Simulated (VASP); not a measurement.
A run of VASP 6.6.1 is set up as follows.

File INCAR:

```
PREC = Accurate
ENCUT = 520
EDIFF = 1E-7
ISMEAR = 0
SIGMA = 0.1
LREAL = F
LASPH = T
NELM = 150
ALGO = Normal
ISIF = 2
LWAVE = F
LCHARG = F
ISPIN = 2
MAGMOM = 1 1 0 0 0 0
LORBIT = 11
LMAXMIX = 4
GGA = PE
IVDW = 12
NBANDS = 37
```

KPOINTS

```
Automatic mesh
0
Gamma
  6 6 2
```

File POSCAR:

```
TiO2
1.0
    2.8769479800      0.0000000000      0.0000000000
   -1.4384739900      2.4915100300      0.0000000000
    0.0000000000      0.0000000000     10.1663045700
Ti O
2 4
Direct
    0.6666666700      0.3333333300      0.7500000000
    0.3333333300      0.6666666700      0.2500000000
    0.3333333300      0.6666666700      0.8716347700
    0.3333333300      0.6666666700      0.6283652300
    0.6666666700      0.3333333300      0.1283652300
    0.6666666700      0.3333333300      0.3716347700
```

Potentials or basis: VASP PAW PBE potentials, release 64 (Ti_sv, O).

Launch:

```bash
$ cat potpaw_PBE.64/Ti_sv/POTCAR potpaw_PBE.64/O/POTCAR > POTCAR
$ mpirun -np 1 vasp_std > vasp.out
```

Q: Predict the pressure.

A: -13.6 GPa.

Q: What does it give for the largest force?

A: 2.744 eV/Å.

Q: Predict the dispersion energy per atom.

A: -0.205 eV.

Q: Estimate the band gap on the k mesh.

A: 0.94 eV (least direct gap 1.37 eV).

Stress tensor (GPa, compression positive):
```
 -4.99   0.00   0.00
  0.00  -4.99   0.00
  0.00   0.00 -30.81
```

Caveat: the k points lie up to 0.42 Å⁻¹ apart; forces of over 1 eV/Å act on the atoms, so gaps and moduli don't describe the material at rest. A k mesh can miss the band edges.
